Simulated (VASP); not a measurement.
# Au (Fm-3m) in VASP: further runs

Runs on Au. Level: LDA. Tasks: single point.

Everything below comes from runs of VASP 6.6.1. Logs are shortened: lines on timing, memory, paths and dates and some standing lists are left out, and cuts for length are marked.

### 1 The cell of the first run

Symmetry: Fm-3m, No. 225, cubic system. The conventional cell has a = 4.199 Å, b = 4.199 Å, c = 4.199 Å, α = 90.00°, β = 90.00°, γ = 90.00°. Au (site symmetry m-3m) has 12 Au at 2.97 Å within 3.9 Å.

### 2 Single point, LDA (volume scaled by 1.02)

INCAR

```
PREC     = Accurate       # precision mode
ENCUT    = 520            # plane-wave cutoff, eV
EDIFF    = 1E-7           # SCF threshold, eV
ISMEAR   = -1             # smearing method
SIGMA    = 0.03           # smearing width, eV
LREAL    = False          # projectors in reciprocal space
LASPH    = True           # aspherical terms in the spheres
NELM     = 100            # most SCF steps
ALGO     = Normal         # electronic algorithm
ISIF     = 2              # what is computed and relaxed
LWAVE    = False          # write WAVECAR
LCHARG   = False          # write CHGCAR
GGA      = CA             # functional
NBANDS   = 12             # bands
```

KPOINTS

```
regular mesh
0
Gamma
  15 15 15
```

POSCAR

```
Au
1.0
    0.0000000000      2.0994568819      2.0994568819
    2.0994568819      0.0000000000      2.0994568819
    2.0994568819      2.0994568819      0.0000000000
Au
1
Direct
    0.0000000000      0.0000000000      0.0000000000
```

Potentials or basis: VASP PAW LDA potentials, release 64 (Au).

Run with:

```console
cat potpaw_LDA.64/Au/POTCAR > POTCAR
mpirun -np 1 vasp_std > vasp.out
```

OUTCAR:

```text
PREC = Accurate
   ENCUT = 520
   EDIFF = 1E-7
   ISMEAR = -1
   LREAL = False
   LASPH = True
   NELM = 100
   ISIF = 2
   GGA = CA

 ion  position               nearest neighbor table
   1  0.000  0.000  0.000-

  LATTYP: Found a face centered cubic cell.
 ALAT       =     4.1989137638

  Lattice vectors:

 A1 = (   0.0000000000,   2.0994568819,   2.0994568819)
 A2 = (   2.0994568819,   0.0000000000,   2.0994568819)
 A3 = (   2.0994568819,   2.0994568819,   0.0000000000)

Analysis of symmetry for initial positions (statically):
=====================================================================
 Subroutine PRICEL returns:
 Original cell was already a primitive cell.

 Routine SETGRP: Setting up the symmetry group for a
 face centered cubic supercell.

 Subroutine GETGRP returns: Found 48 space group operations
 (whereof 48 operations were pure point group operations)
 out of a pool of 48 trial point group operations.

The static configuration has the point symmetry O_h .

Analysis of symmetry for dynamics (positions and initial velocities):
=====================================================================
 Subroutine PRICEL returns:
 Original cell was already a primitive cell.

 Routine SETGRP: Setting up the symmetry group for a
 face centered cubic supercell.

 Subroutine GETGRP returns: Found 48 space group operations
 (whereof 48 operations were pure point group operations)
 out of a pool of 48 trial point group operations.

The dynamic configuration has the point symmetry O_h .

 Subroutine INISYM returns: Found 48 space group operations
 (whereof 48 operations are pure point group operations),
 and found     1 'primitive' translations

----------------------------------------------------------------------------------------

                                     Primitive cell

  volume of cell :      18.5076

  direct lattice vectors                    reciprocal lattice vectors
     0.000000000  2.099456882  2.099456882    -0.238156832  0.238156832  0.238156832
     2.099456882  0.000000000  2.099456882     0.238156832 -0.238156832  0.238156832
     2.099456882  2.099456882  0.000000000     0.238156832  0.238156832 -0.238156832

  length of vectors
     2.969080396  2.969080396  2.969080396     0.412499733  0.412499733  0.412499733

  position of ions in fractional coordinates (direct lattice)
     0.000000000  0.000000000  0.000000000

  ion indices of the primitive-cell ions
[... 75 lines left out ...]
   LREAL  =      F    real-space projection
   EDIFFG = 0.1E-05   stopping-criterion for IOM
   NSW    =      0    number of steps for IOM
   IBRION =     -1    ionic relax: 0-MD 1-quasi-New 2-CG
   NFREE  =      0    steps in history (QN), initial steepest desc. (CG)
   ISIF   =      2    stress and relaxation
   ISYM   =      2    0-nonsym 1-usesym 2-fastsym
   POTIM  = 0.5000    time-step for ionic-motion
   TEBEG  =    0.0;   TEEND  =   0.0 temperature during run
   PSTRESS=    0.0 pullay stress
   NELECT =      11.0000    total number of electrons
   NUPDOWN=      -1.0000    fix difference up-down
   EMIN   =  10.00;   EMAX   =-10.00  energy-range for DOS
   EFERMI =   0.00;   METHOD = LEGACY
   ISMEAR =    -1;   SIGMA  =   0.03  broadening in eV -4-tet -1-fermi 0-gaus
   EFERMI_NEDOS =   21; number of points for ismear=-14 and -15
   IALGO  =     38    algorithm
   IMIX   =      4    mixing-type and parameters
     AMIX     =   0.40;   BMIX     =  1.00
     AMIX_MAG =   1.60;   BMIX_MAG =  1.00
  volume/ion in A,a.u.               =      18.51       124.90
  Fermi-wavevector in a.u.,A,eV,Ry     =   1.376434  2.601083 25.777202  1.894571
  Thomas-Fermi vector in A             =   2.501679
   LORBIT       =      0    0 simple, 1 ext, 2 COOP (PROOUT), +10 PAW based schemes
   GGA     = CA    functional components
   LHFCALC =     F    Hartree Fock is set to
   AEXX    =    0.0000 exact exchange contribution
   IVDW    =     0    specifies the selected vdW correction
   LEPSILON=     F    determine dielectric tensor
   LRPA    =     F    only Hartree local field effects (RPA)
 non-spin polarized calculation
  energy-cutoff  :      520.00
  volume of cell :       18.51
 maximum number of plane-waves:       531
 NGX is ok and might be reduce to    24
   NGX = 11   NGY = 11   NGZ = 11

 number of electron      10.9999999 magnetization

 Free energy of the ion-electron system (eV)
  ---------------------------------------------------
  ext. energy  EPLUGINS =         0.00000000
  ---------------------------------------------------
  free energy    TOTEN  =        -4.34444224 eV

  energy without entropy =       -4.34297319  energy(sigma->0) =       -4.34370771

 E-fermi :   8.0651     XC(G=0): -12.5110

 val. band max:        8.0546026078   @ k =   0.4667   0.2667   0.0000
 cond. band min:       8.0806298429   @ k =  -0.3333   0.2000   0.0000
 fundamental gap:      0.0260272351
 Fermi energy:         8.0651403086

 k-point     1 :       0.0000    0.0000    0.0000
  band No.  band energies     occupation
      1      -1.1251      2.00000
      2       3.6581      2.00000
      3       3.6581      2.00000
      4       3.6581      2.00000
      5       4.9881      2.00000
      6       4.9881      2.00000
      7      22.5209      0.00000
      8      25.9934      0.00000
      9      25.9934      0.00000
     10      25.9934      0.00000
     11      30.7748      0.00000
     12      34.4962      0.00000
[... 331 lines left out ...]
 k-point    24 :       0.2000    0.1333    0.0000
  band No.  band energies     occupation
      1       0.1027      2.00000
      2       3.1642      2.00000
      3       4.0997      2.00000
      4       4.1410      2.00000
      5       4.5741      2.00000
      6       5.2329      2.00000
      7      22.4148      0.00000
      8      23.7664      0.00000
      9      24.3791      0.00000
     10      25.6403      0.00000
     11      28.3085      0.00000
     12      31.7313      0.00000

 [... further k-points ...]
[... 5 lines left out ...]
  --------------------------------------------------------------------------------------
  -------------------------------------------------------------------------------------
  Total       -1.7696161     -1.7696161     -1.7696161     -0.0000000     -0.0000000      0.0000000
  in kB     -153.1929490   -153.1929490   -153.1929490     -0.0000000     -0.0000000      0.0000000
  external PRESSURE =    -153.1929490 kB  Pullay stress =       0.0000000 kB

 VOLUME and BASIS-vectors are now :
 -----------------------------------------------------------------------------
  energy-cutoff  :      520.00
  volume of cell :       18.51
      direct lattice vectors                 reciprocal lattice vectors
     0.000000000  2.099456882  2.099456882    -0.238156832  0.238156832  0.238156832
     2.099456882  0.000000000  2.099456882     0.238156832 -0.238156832  0.238156832
     2.099456882  2.099456882  0.000000000     0.238156832  0.238156832 -0.238156832

 POSITION                                       TOTAL-FORCE (eV/Angst)
 -----------------------------------------------------------------------------------
      0.00000      0.00000      0.00000         0.000000      0.000000      0.000000
 -----------------------------------------------------------------------------------
    total drift:                               -0.000000      0.000000     -0.000000

  FREE ENERGIE OF THE ION-ELECTRON SYSTEM (eV)
  ---------------------------------------------------
  free  energy   TOTEN  =        -4.3444422384 eV

  energy  without entropy=       -4.3429731901  energy(sigma->0) =       -4.34370771
```

stdout:

```text
POSCAR found type information on POSCAR Au
 POSCAR found :  1 types and       1 ions
 scaLAPACK will be used
 LDA part: xc-table for (Slater(with rela. corr.)+CA(PZ))
 , standard interpolation
 POSCAR, INCAR and KPOINTS ok, starting setup
 FFT: planning ... GRIDC
 FFT: planning ... GRID_SOFT
 FFT: planning ... GRID
 WAVECAR not read
 entering main loop
```

Run time: 6.5 s. Hardware: 1 thread of Intel Xeon 6975P-C (Granite Rapids), shared host; peak memory 0.14 GiB.

Results:

```yaml
Free_energy: -4.3444 eV
Pressure: -15.3 GPa
```

Caveat: spin-orbit coupling is left out, which moves the levels of the heavy elements.

### 3 Single point, LDA (volume scaled by 1.06)

INCAR

```
SYSTEM = Au
  PREC = Accurate
  ENCUT = 520
  EDIFF = 1E-6
  ISMEAR = -1
  SIGMA = 0.03
  LREAL = .False.
  LASPH = .True.
  NELM = 60
  ALGO = Normal
  ISIF = 2
  LWAVE = .False.
  LCHARG = .False.
  NBANDS = 12
```

KPOINTS

```
regular mesh
0
Gamma
  15 15 15
  0 0 0
```

POSCAR

```
Au
1.0
    0.0000000000      2.1265496363      2.1265496363
    2.1265496363      0.0000000000      2.1265496363
    2.1265496363      2.1265496363      0.0000000000
Au
1
Direct
    0.0000000000      0.0000000000      0.0000000000
```

Potentials or basis: VASP PAW LDA potentials, release 64 (Au).

Run with:

```console
cat potpaw_LDA.64/Au/POTCAR > POTCAR
mpirun -np 1 vasp_std > vasp.out
```

OUTCAR:

```text
SYSTEM = Au
   PREC = Accurate
   ENCUT = 520
   EDIFF = 1E-6
   ISMEAR = -1
   LREAL = .False.
   LASPH = .True.
   NELM = 60
   ISIF = 2

 ion  position               nearest neighbor table
   1  0.000  0.000  0.000-

  LATTYP: Found a face centered cubic cell.
 ALAT       =     4.2530992726

  Lattice vectors:

 A1 = (   0.0000000000,   2.1265496363,   2.1265496363)
 A2 = (   2.1265496363,   0.0000000000,   2.1265496363)
 A3 = (   2.1265496363,   2.1265496363,   0.0000000000)

[... 537 lines left out ...]

 [... further k-points ...]

------------------------ aborting loop because EDIFF is reached ----------------------------------------

  FORCE on cell =-STRESS in cart. coord.  units (eV):
  Direction    XX          YY          ZZ          XY          YZ          ZX
  --------------------------------------------------------------------------------------
  -------------------------------------------------------------------------------------
  Total       -2.2243836     -2.2243836     -2.2243836      0.0000000      0.0000000     -0.0000000
  in kB     -185.2950024   -185.2950024   -185.2950024      0.0000000      0.0000000     -0.0000000
  external PRESSURE =    -185.2950024 kB  Pullay stress =       0.0000000 kB

 VOLUME and BASIS-vectors are now :
 -----------------------------------------------------------------------------
  energy-cutoff  :      520.00
  volume of cell :       19.23
      direct lattice vectors                 reciprocal lattice vectors
     0.000000000  2.126549636  2.126549636    -0.235122657  0.235122657  0.235122657
     2.126549636  0.000000000  2.126549636     0.235122657 -0.235122657  0.235122657
     2.126549636  2.126549636  0.000000000     0.235122657  0.235122657 -0.235122657

 POSITION                                       TOTAL-FORCE (eV/Angst)
 -----------------------------------------------------------------------------------
      0.00000      0.00000      0.00000         0.000000      0.000000      0.000000
 -----------------------------------------------------------------------------------
    total drift:                                0.000000      0.000000     -0.000000

  FREE ENERGIE OF THE ION-ELECTRON SYSTEM (eV)
  ---------------------------------------------------
  free  energy   TOTEN  =        -4.2678022387 eV

  energy  without entropy=       -4.2661996467  energy(sigma->0) =       -4.26700094
```

OSZICAR:

```text
N       E                     dE             d eps       ncg     rms          rms(c)
DAV:   1     0.472120212880E+02    0.47212E+02   -0.54053E+03  2952   0.800E+02
DAV:   2    -0.388628809314E+01   -0.51098E+02   -0.47385E+02  3360   0.178E+02
DAV:   3    -0.458866014012E+01   -0.70237E+00   -0.70179E+00  3456   0.204E+01
DAV:   4    -0.459114289060E+01   -0.24828E-02   -0.24826E-02  3436   0.142E+00
DAV:   5    -0.459116286612E+01   -0.19976E-04   -0.19976E-04  3528   0.123E-01    0.665E+00
DAV:   6    -0.428412751358E+01    0.30704E+00   -0.99517E-01  3064   0.759E+00    0.444E+00
DAV:   7    -0.427063672061E+01    0.13491E-01   -0.34098E-02  3472   0.140E+00    0.248E+00
DAV:   8    -0.426780346610E+01    0.28333E-02   -0.86476E-04  3308   0.276E-01    0.206E-01
DAV:   9    -0.426780165964E+01    0.18065E-05   -0.63126E-06  3444   0.206E-02    0.117E-02
DAV:  10    -0.426780223871E+01   -0.57907E-06   -0.10046E-06  2876   0.788E-03
   1 F= -.42678022E+01 E0= -.42670009E+01  d E =-.160259E-02
```

stdout:

```text
POSCAR found type information on POSCAR Au
 POSCAR found :  1 types and       1 ions
 scaLAPACK will be used
 LDA part: xc-table for (Slater(with rela. corr.)+CA(PZ))
 , standard interpolation
 POSCAR, INCAR and KPOINTS ok, starting setup
 FFT: planning ... GRIDC
 FFT: planning ... GRID_SOFT
 FFT: planning ... GRID
 WAVECAR not read
 entering main loop
```

It took 5.8 s on 1 thread of Intel Xeon 6975P-C (Granite Rapids), shared host; peak memory 0.14 GiB.

What came out:

| Property | Result |
| --- | --- |
| Free energy | -4.2678 eV |
| Pressure | -18.5 GPa |

Levels at points of the mesh, in eV from the Fermi level:
```csv
k point,band 3,band 4,band 5,band 6,band 7,band 8,band 9,band 10
"(0.00, 0.00, 0.00)",-4.20,-4.20,-2.96,-2.96,14.50,17.75,17.75,17.75
```

Caveat: spin-orbit coupling is left out, which moves the levels of the heavy elements.
